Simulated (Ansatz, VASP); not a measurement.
# Two plane-wave programs on Be3Al2

```
Be Al
1.0
     2.44732   -3.22063    0.00000
     2.44732    3.22063    0.00000
    -0.40118    0.00000    3.66600
Be Al
3 2
Cartesian
  0.0000 0.0000 0.0000
  2.4473 0.0000 0.0000
  2.2467 0.0000 1.8330
  1.2237 1.6103 0.0000
  1.2237 -1.6103 0.0000
```

Alike in both runs: task relaxation of cell and atoms; functional PBE; k mesh 4 × 4 × 6; occupations gaussian, width 0.1 eV; no spin polarisation.

|  | VASP | Ansatz |
| --- | --- | --- |
| version | VASP 6.6.1 | Ansatz 0.2.0 |
| potentials or method | VASP PAW PBE potentials, release 64 (Be, Al), cutoff 600 eV | scalar-relativistic, plane waves, PAW |
| valence electrons in the cell | 12 | 12 |

|  | VASP | Ansatz | Ansatz less VASP |
| --- | --- | --- | --- |
| gap on the k mesh at the Fermi level, each at its own relaxed structure (eV) | none | none | - |
| relaxed volume (Å³/atom) | 15.60 | 15.63 | +0.029 |
| relaxed length of the cell vector where the two differ most in proportion (Å) | 3.936 | 3.939 | +0.0032 |

A gap of «none» marks a metal or a gap that the smearing closes.

The k mesh is coarse, so the values compare programs but aren't converged. Noted on VASP's run: the volume moved by over 15 % at a fixed basis, so the end points are rough.
